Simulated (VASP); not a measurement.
# InSe in VASP: single point with PBE+D3(BJ)

Aim: the single point of InSe with PBE+D3(BJ).

Everything below comes from runs of VASP 6.6.1. Logs are shortened: lines on timing, memory, paths and dates and some standing lists are left out, and cuts for length are marked.

### Step 1. The cell of the first run

The cell holds a slab with vacuum, 8 atoms: a = 4.027 Å, b = 4.027 Å, c = 28.271 Å, α = 90.00°, β = 90.00°, γ = 120.00°.

### Step 2. Single point, PBE+D3(BJ) (layers slid over each other)

The input, INCAR:

```
ALGO     = Normal         # electronic algorithm
DIPOL    = 0.5 0.5 0.412
EDIFF    = 1E-6           # SCF threshold, eV
ENCUT    = 400            # plane-wave cutoff, eV
GGA      = PE             # functional
GGA_COMPAT= False        
IDIPOL   = 3            
ISIF     = 2              # what is computed and relaxed
ISMEAR   = 0              # smearing method
IVDW     = 12             # dispersion correction
LASPH    = True           # aspherical terms in the spheres
LCHARG   = False          # write CHGCAR
LDIPOL   = True         
LREAL    = False          # projectors in reciprocal space
LWAVE    = False          # write WAVECAR
NBANDS   = 48             # bands
NELM     = 120            # most SCF steps
NELMDL   = -8           
PREC     = Accurate       # precision mode
SIGMA    = 0.05           # smearing width, eV
```

The input, KPOINTS:

```
k-points
0
Gamma
  9 9 1
```

The input, POSCAR:

```
InSe
1.0
    4.0266103653      0.0000000000      0.0000000000
   -2.0133051827      3.4871468675      0.0000000000
    0.0000000000      0.0000000000     28.2707107737
Se In
4 4
Direct
    0.0000000000      0.0000000000      0.1591753400
    0.0000000000      0.0000000000      0.3496677344
    0.4444444444      0.8888888889      0.4738244996
    0.4444444444      0.8888888889      0.6643168940
    0.6666666667      0.3333333333      0.2049979902
    0.6666666667      0.3333333333      0.3038451596
    1.1111111111      1.2222222222      0.5196471499
    1.1111111111      1.2222222222      0.6184943192
```

Potentials or basis: VASP PAW PBE potentials, release 64 (Se, In_d).

Launch:

```sh
$ cat potpaw_PBE.64/Se/POTCAR potpaw_PBE.64/In_d/POTCAR > POTCAR
$ mpirun -np 1 vasp_std > vasp.out
```

OUTCAR:

```text
EDIFF = 1E-6
   ENCUT = 400
   GGA = PE
   ISIF = 2
   ISMEAR = 0
   IVDW = 12
   LASPH = True
   LREAL = False
   NELM = 120
   NELMDL = -8
   PREC = Accurate
 IVDW          = 12

 ion  position               nearest neighbor table
   1  0.000  0.000  0.159-   5 2.66   5 2.66   5 2.66
   2  0.000  0.000  0.350-   6 2.66   6 2.66   6 2.66
   3  0.444  0.889  0.474-   7 2.66   7 2.66   7 2.66
   4  0.444  0.889  0.664-   8 2.66   8 2.66   8 2.66
   5  0.667  0.333  0.205-   1 2.66   1 2.66   1 2.66   6 2.79
   6  0.667  0.333  0.304-   2 2.66   2 2.66   2 2.66   5 2.79
   7  0.111  0.222  0.520-   3 2.66   3 2.66   3 2.66   8 2.79
   8  0.111  0.222  0.618-   4 2.66   4 2.66   4 2.66   7 2.79

  LATTYP: Found a hexagonal cell.
 ALAT       =     4.0266103653
 C/A-ratio  =     7.0209700490

  Lattice vectors:

 A1 = (   4.0266103653,   0.0000000000,   0.0000000000)
 A2 = (  -2.0133051827,   3.4871468675,   0.0000000000)
 A3 = (   0.0000000000,   0.0000000000,  28.2707107737)

Analysis of symmetry for initial positions (statically):
=====================================================================
 Subroutine PRICEL returns:
 Original cell was already a primitive cell.

 Routine SETGRP: Setting up the symmetry group for a
 hexagonal supercell.

 Subroutine GETGRP returns: Found  2 space group operations
 (whereof  2 operations were pure point group operations)
 out of a pool of 24 trial point group operations.

The static configuration has the point symmetry C_1h.

Analysis of symmetry for dynamics (positions and initial velocities):
=====================================================================
 Subroutine PRICEL returns:
 Original cell was already a primitive cell.

 Routine SETGRP: Setting up the symmetry group for a
 hexagonal supercell.

 Subroutine GETGRP returns: Found  2 space group operations
 (whereof  2 operations were pure point group operations)
 out of a pool of 24 trial point group operations.

The dynamic configuration has the point symmetry C_1h.

 Subroutine INISYM returns: Found  2 space group operations
 (whereof  2 operations are pure point group operations),
 and found     1 'primitive' translations

----------------------------------------------------------------------------------------

                                     Primitive cell

[... 113 lines left out ...]
   NUPDOWN=      -1.0000    fix difference up-down
   EMIN   =  10.00;   EMAX   =-10.00  energy-range for DOS
   EFERMI =   0.00;   METHOD = LEGACY
   ISMEAR =     0;   SIGMA  =   0.05  broadening in eV -4-tet -1-fermi 0-gaus
   EFERMI_NEDOS =   21; number of points for ismear=-14 and -15
   IALGO  =     38    algorithm
   IMIX   =      4    mixing-type and parameters
     AMIX     =   0.40;   BMIX     =  1.00
     AMIX_MAG =   1.60;   BMIX_MAG =  1.00
  volume/ion in A,a.u.               =      49.62       334.85
  Fermi-wavevector in a.u.,A,eV,Ry     =   0.943548  1.783047 12.113024  0.890282
  Thomas-Fermi vector in A             =   2.071266
   LORBIT       =      0    0 simple, 1 ext, 2 COOP (PROOUT), +10 PAW based schemes
   GGA     = PE    functional components
   LHFCALC =     F    Hartree Fock is set to
   AEXX    =    0.0000 exact exchange contribution
   IVDW    =    12    specifies the selected vdW correction
   LEPSILON=     F    determine dielectric tensor
   LRPA    =     F    only Hartree local field effects (RPA)
 non-spin polarized calculation
 Gauss-broadening in eV      SIGMA  =   0.05
  energy-cutoff  :      400.00
  volume of cell :      396.96
 maximum number of plane-waves:      7281
 NGX is ok and might be reduce to    28
   NGX = 13   NGY = 13   NGZ = 93

 dipolmoment           0.000000      0.000000     -0.000079 electrons x Angstroem

 number of electron      75.9999999 magnetization

 dipolmoment           0.000000      0.000000      0.000051 electrons x Angstroem

 Free energy of the ion-electron system (eV)
  ---------------------------------------------------
  ext. energy  EPLUGINS =         0.00000000
  ---------------------------------------------------
  free energy    TOTEN  =       -28.40092361 eV

  energy without entropy =      -28.40092361  energy(sigma->0) =      -28.40092361

 E-fermi :  -0.0512     XC(G=0):  -5.6835

 val. band max:       -0.2657106095   @ k =   0.0000   0.1111   0.0000
 cond. band min:       0.9458783038   @ k =   0.0000   0.0000   0.0000
 fundamental gap:      1.2115889133
 Fermi energy:        -0.0512192719

 k-point     1 :       0.0000    0.0000    0.0000
  band No.  band energies     occupation
      1     -14.5174      2.00000
      2     -14.5171      2.00000
      3     -14.3342      2.00000
      4     -14.3338      2.00000
      5     -14.3337      2.00000
      6     -14.3335      2.00000
[... 1213 lines left out ...]
     47       5.3007      0.00000
     48       5.3160      0.00000

 [... further k-points ...]

------------------------ aborting loop because EDIFF is reached ----------------------------------------

 vacuum level on the upper side and lower side of the slab       (xc-potential included)        -0.141        -0.141

 Edisp (eV)   -1.99538

 E8    (eV) :    -0.9356

  FORCE on cell =-STRESS in cart. coord.  units (eV):
  Direction    XX          YY          ZZ          XY          YZ          ZX
  --------------------------------------------------------------------------------------
  -------------------------------------------------------------------------------------
  Total      -0.05697    -0.15678    -0.50412     0.00000    -0.02552     0.00000
  in kB      -0.22994    -0.63277    -2.03469     0.00000    -0.10299     0.00000
  external pressure =       -0.97 kB  Pullay stress =        0.00 kB

 VOLUME and BASIS-vectors are now :
 -----------------------------------------------------------------------------
  energy-cutoff  :      400.00
  volume of cell :      396.96
      direct lattice vectors                 reciprocal lattice vectors
     4.026610365  0.000000000  0.000000000     0.248347843  0.143383694  0.000000000
    -2.013305183  3.487146867  0.000000000     0.000000000  0.286767388  0.000000000
     0.000000000  0.000000000 28.270710774     0.000000000  0.000000000  0.035372298

 POSITION                                       TOTAL-FORCE (eV/Angst)
 -----------------------------------------------------------------------------------
      0.00000      0.00000      4.50000        -0.000000      0.001064     -0.012048
      0.00000      0.00000      9.88536        -0.000000      0.010687      0.069712
     -0.00000      3.09969     13.39536         0.000000     -0.001691     -0.070612
     -0.00000      3.09969     18.78071        -0.000000      0.000643      0.011960
      2.01331      1.16238      5.79544        -0.000000      0.001724      0.014128
      2.01331      1.16238      8.58992         0.000000     -0.005899      0.023910
     -0.00000      0.77492     14.69079         0.000000     -0.005991     -0.022843
     -0.00000      0.77492     17.48527         0.000000     -0.000537     -0.014207
 -----------------------------------------------------------------------------------
    total drift:                                0.000001     -0.003207     -0.001184

  FREE ENERGIE OF THE ION-ELECTRON SYSTEM (eV)
  ---------------------------------------------------
  free  energy   TOTEN  =       -30.3963064862 eV

  energy  without entropy=      -30.3963064862  energy(sigma->0) =      -30.39630649

 vacuum level on the upper side and lower side of the slab         5.375         5.375
```

stdout:

```text
POSCAR found type information on POSCAR SeIn
 POSCAR found :  2 types and       8 ions
 scaLAPACK will be used
 LDA part: xc-table for (Slater+PW92), standard interpolation
 POSCAR, INCAR and KPOINTS ok, starting setup
 FFT: planning ... GRIDC
 FFT: planning ... GRID_SOFT
 FFT: planning ... GRID
 WAVECAR not read
 entering main loop
```

It took 8.6 min on 1 thread of Intel Xeon 6975P-C (Granite Rapids), shared host; peak memory 0.52 GiB.

What came out:

- Free energy: -30.3963 eV
- Largest force: 0.071 eV/Å
- Band gap on the k mesh: 1.21 eV (least direct gap 1.25 eV)
- Dispersion energy per atom: -0.249 eV

Forces on the atoms (eV/Å):
```
Se   0.000  0.001 -0.012
Se   0.000  0.011  0.070
Se   0.000 -0.002 -0.071
Se   0.000  0.001  0.012
In   0.000  0.002  0.014
In   0.000 -0.006  0.024
In   0.000 -0.006 -0.023
In   0.000 -0.001 -0.014
```

Caveat: the cell differs from its parent crystal (layers slid over each other); spin-orbit coupling is left out, which moves the levels of the heavy elements.
